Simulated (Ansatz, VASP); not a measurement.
**BaO: VASP beside Ansatz**

```
CELL_PARAMETERS angstrom
0.00000 2.74506 2.74506
2.74506 0.00000 2.74506
2.74506 2.74506 0.00000
ATOMIC_POSITIONS crystal
Ba 0.00000 0.00000 0.00000
O 0.50000 0.50000 0.50000
```

Alike in both runs: task single point; functional PBEsol; k mesh 8 × 8 × 8; no spin polarisation.

|  | VASP | Ansatz |
| --- | --- | --- |
| version | VASP 6.6.1 | Ansatz 0.2.0 |
| potentials or method | VASP PAW PBE potentials, release 64 (Ba_sv, O), cutoff 600 eV | scalar-relativistic, plane waves, PAW |
| occupations | gaussian, width 0.01 eV | fixed |
| valence electrons in the cell | 16 | 16 |

Ansatz gave:

```
gap on the k mesh at the Fermi level (eV) : 1.84
least direct gap on the mesh (eV)         : 1.84
```

What did VASP give for the same quantities?

gap on the k mesh at the Fermi level (eV): 1.77; least direct gap on the mesh (eV): 1.77.

VASP's potentials were made for PBE, not for PBEsol, and Ansatz warns of the same on its side.

Neither program's run includes spin-orbit coupling.
